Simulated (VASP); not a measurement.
Runs of VASP 6.6.1 on CsO7. The structure is that of space group Fm-3m (No. 225), or close to it. The cells are those of the table. The cell was generated, and may not be a known phase.

```tsv
task	cell	k mesh	cutoff (eV)	gap on the mesh (eV)	pressure (GPa)	relaxed volume (Å³/atom)
relaxation of cell and atoms	relaxed from a = 5.504 Å, angles 60.0°, 8 atoms	4 × 4 × 4	600	none	-0.1	(a)
single point	a = 4.948 Å, angles 60.0°, 8 atoms	4 × 4 × 4	520	none	1.7	-
single point	a = 4.958 Å, angles 60.0°, 8 atoms	10 × 10 × 10	520	none	1.6	-
single point	a = 5.504 Å, angles 60.0°, 8 atoms	4 × 4 × 4	520	none	-9.4	-
relaxation of cell and atoms	relaxed from a = 4.948 Å, angles 60.0°, 8 atoms	10 × 10 × 10	600	none	0.0	(b)
```

Alike in all rows: level PBE; potentials or basis VASP PAW PBE potentials, release 64 (Cs_sv, O); no spin polarisation; smearing gaussian 0.1 eV.

Question: Estimate the missing entries.

Answer: (a) 10.93; (b) 10.98.

Caveats: some runs use coarse meshes; spin-orbit coupling is left out, which moves the levels of the heavy elements; an odd number of electrons without spin polarisation forces a metal; a magnetic or distorted state may lie lower; the volume moved by over 15 % at a fixed basis, so the end points are rough (at least some runs); the cell stands under tension (at least some runs).

A k mesh can miss the band edges, and the runs leave out spin-orbit coupling on Cs.

A gap of «none» marks levels without a gap at the run's occupations.
